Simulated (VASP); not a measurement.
Ti2H3: single point with r2SCAN

The system is Ti2H3.

```
Ti H
1.0
     4.34285    0.00000    0.00000
     0.00000    4.34285    0.00000
     0.00000    0.00000    4.38589
Ti H
4 6
Direct
  0.73810 0.26190 0.00000
  0.26190 0.73810 0.00000
  0.26190 0.26190 0.50000
  0.73810 0.73810 0.50000
  0.50000 0.00000 0.75000
  0.50000 0.00000 0.25000
  0.00000 0.50000 0.75000
  0.00000 0.50000 0.25000
  0.00000 0.00000 0.75000
  0.00000 0.00000 0.25000
```

| Item | Value |
| --- | --- |
| Program | VASP 6.6.1 |
| Task | single point |
| Functional | r2SCAN |
| Potentials or basis | VASP PAW PBE potentials, release 64 (Ti_sv, H) |
| Cutoff | 520 eV |
| k mesh | 4 × 4 × 4 |
| Occupations | gaussian, width 0.1 eV |
| Spin | no spin polarisation |
| Dipole correction | no |
| Further INCAR settings | ALGO = Normal; EDIFF = 1e-06; NBANDS = 38 |

- Pressure: 0.2 GPa
- Band gap on the k mesh: zero (bands 27 and 28 overlap by 0.71 eV)

Forces on the atoms (eV/Å):
```
Ti  -0.002  0.002  0.000
Ti   0.002 -0.002  0.000
Ti   0.002  0.002  0.000
Ti  -0.002 -0.002  0.000
H    0.000  0.000  0.000
H    0.000  0.000  0.000
H    0.000  0.000  0.000
H    0.000  0.000  0.000
H    0.000  0.000  0.000
H    0.000  0.000  0.000
```

Stress tensor (GPa, compression positive):
```
0.28 0.00 0.00
0.00 0.28 0.00
0.00 0.00 0.06
```

Levels at points of the mesh, in eV from the Fermi level:
| k point | band 25 | band 26 | band 27 | band 28 | band 29 | band 30 |
| --- | --- | --- | --- | --- | --- | --- |
| (0.00, 0.00, 0.00) | -2.85 | -0.35 | 0.14 | 0.20 | 0.20 | 1.94 |
| (0.50, 0.00, 0.00) | -1.85 | -0.92 | -0.08 | 0.88 | 0.96 | 1.16 |
| (0.50, 0.50, 0.00) | -0.71 | -0.71 | -0.48 | -0.31 | 1.08 | 1.20 |
| (0.00, 0.00, 0.50) | -1.15 | -1.15 | 0.23 | 0.23 | 0.98 | 0.98 |
| (0.50, 0.00, 0.50) | -0.64 | -0.64 | -0.48 | -0.48 | 1.07 | 1.07 |
| (0.50, 0.50, 0.50) | 0.08 | 0.08 | 0.20 | 0.20 | 0.36 | 0.36 |

Run time: 4 min on 1 thread of Intel Xeon 8259CL (shared host), peak memory 0.22 GiB.

Caveat: the k points lie up to 0.36 Å⁻¹ apart, too coarse for converged energies and pressures of a metal; the PAW data sets were made with another functional, which shifts forces and pressure a little.
